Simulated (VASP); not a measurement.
Set up this calculation in VASP 6.6.1, as the native input.

```yaml
Task: single point
Functional: PBE
Potentials_or_basis: VASP PAW PBE potentials, release 64 (B, As)
Cutoff: 520 eV
k_mesh: 8 × 8 × 8
Occupations: gaussian, width 0.01 eV
Spin: no spin polarisation
Dipole_correction: no
Further_INCAR_settings: ALGO = Normal; EDIFF = 1e-07; NBANDS = 11
```

The structure of BAs lies in POSCAR:

```
BAs
1.0
    0.0000000000      2.4515620785      2.4515620785
    2.4515620785      0.0000000000      2.4515620785
    2.4515620785      2.4515620785      0.0000000000
B As
1 1
Direct
    0.0000000000      0.0000000000      0.0000000000
    0.2500000000      0.2500000000      0.2500000000
```

This cell differs from its parent crystal: volume changed by +6%.

One way to write it, as run:

INCAR

```
SYSTEM = BAs
ALGO = Normal
EDIFF = 1E-7
ENCUT = 520
GGA = PE
ISIF = 2
ISMEAR = 0
LASPH = .TRUE.
LCHARG = .FALSE.
LREAL = .FALSE.
LWAVE = .FALSE.
NBANDS = 11
NELM = 100
PREC = Accurate
SIGMA = 0.01
```

KPOINTS

```
k-points
0
G
  8 8 8
  0 0 0
```

Potentials or basis: VASP PAW PBE potentials, release 64 (B, As).

Run with:

```console
$ cat potpaw_PBE.64/B/POTCAR potpaw_PBE.64/As/POTCAR > POTCAR
$ mpirun -np 1 vasp_std > vasp.out
```

It gave:

The pressure is -6.3 GPa and the band gap on the k mesh is 1.26 eV, indirect (least direct gap 3.18 eV).

Wall time 24 s on 1 thread of AMD EPYC 7571 (shared host), peak memory 0.12 GiB.
